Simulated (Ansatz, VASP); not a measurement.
**One calculation of NaF, two programs**

The input INCAR:

```
PREC = Accurate
ENCUT = 520
EDIFF = 1E-6
ISMEAR = 0
SIGMA = 0.05
LREAL = False
LASPH = True
NELM = 60
ALGO = Normal
ISIF = 2
LWAVE = False
LCHARG = False
GGA = PS
NBANDS = 14
```

File KPOINTS:

```
regular mesh
0
Gamma
  10 10 10
```

File POSCAR:

```
NaF
1.0
    3.2139979837      0.0000000000      0.0000000000
    1.6069989918      2.7834039016      0.0000000000
    1.6069989918      0.9278013005      2.6242183648
Na F
1 1
Direct
    0.0000000000      0.0000000000      0.0000000000
    0.5000000000      0.5000000000      0.5000000000
```

File input.yaml:

```yaml
crystal:
  lattice:
    - [3.2139979837, 0.0, 0.0]
    - [1.6069989918, 2.7834039016, 0.0]
    - [1.6069989918, 0.9278013005, 2.6242183648]
  atoms:
    - { symbol: Na, position: [0.0, 0.0, 0.0] }
    - { symbol: F, position: [0.5, 0.5, 0.5] }
hamiltonian:
  xc: pbesol
  pseudopotentials: { kind: paw }
kpoints:
  mp_grid: { grid: [10, 10, 10] }
scf:
  occupations: { method: gaussian, width: 0.05 }
output:
  forces: true
  stress: true
  eigenvalues: true
```

Alike in both runs: task single point; functional PBEsol; k mesh 10 × 10 × 10; occupations gaussian, width 0.05 eV; no spin polarisation.

```csv
,VASP,Ansatz
version,VASP 6.6.1,Ansatz 0.2.0
potentials or method,"VASP PAW PBE potentials, release 64 (Na_pv, F)",Ansatz PAW
plane-wave cutoff (eV),520,420
valence electrons in the cell,14,16
```

|  | VASP | Ansatz | Ansatz less VASP |
| --- | --- | --- | --- |
| gap on the k mesh at the Fermi level (eV) | 6.47 | 6.49 | +0.022 |
| least direct gap on the mesh (eV) | 6.47 | 6.49 | +0.022 |
| pressure (GPa) | 3.0 | 3.0 | +0.01 |

VASP's potentials were made for PBE, not for PBEsol. The functional is the same, so the differences come from potentials, cutoffs and numerics. VASP's potentials hold 14 valence electrons a cell and Ansatz's 16, so a difference there can come from the potentials and not from the codes.
